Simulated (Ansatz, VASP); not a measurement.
**C in VASP and in Ansatz**

```
C
1.0
     0.00000    1.77691    1.77691
     1.77691    0.00000    1.77691
     1.77691    1.77691    0.00000
C
2
Direct
  0.75000 0.75000 0.75000
  0.50000 0.50000 0.50000
```

Alike in both runs: functional PBEsol; k mesh 12 × 12 × 12; occupations gaussian, width 0.02 eV; no spin polarisation.

Ansatz relaxed the structure, and its values are those at the end. VASP's run is a single point on that final structure, the one shown.

```csv
,VASP,Ansatz
version,VASP 6.6.1,Ansatz 0.2.0
potentials or method,"VASP PAW PBE potentials, release 64 (C), cutoff 600 eV","scalar-relativistic, plane waves, PAW"
valence electrons in the cell,8,8
```

Ansatz gave:

| Property | Result |
| --- | --- |
| gap on the k mesh at the Fermi level (eV) | 4.07 |
| least direct gap on the mesh (eV) | 5.57 |
| pressure (GPa) | 0.0 |

Task: What did VASP give for the same quantities?

Result: gap on the k mesh at the Fermi level (eV): 4.06; least direct gap on the mesh (eV): 5.57; pressure (GPa): 0.4.

VASP's potentials were made for PBE, not for PBEsol. With one functional, cell and mesh, what is left measures potentials, basis and numerics.
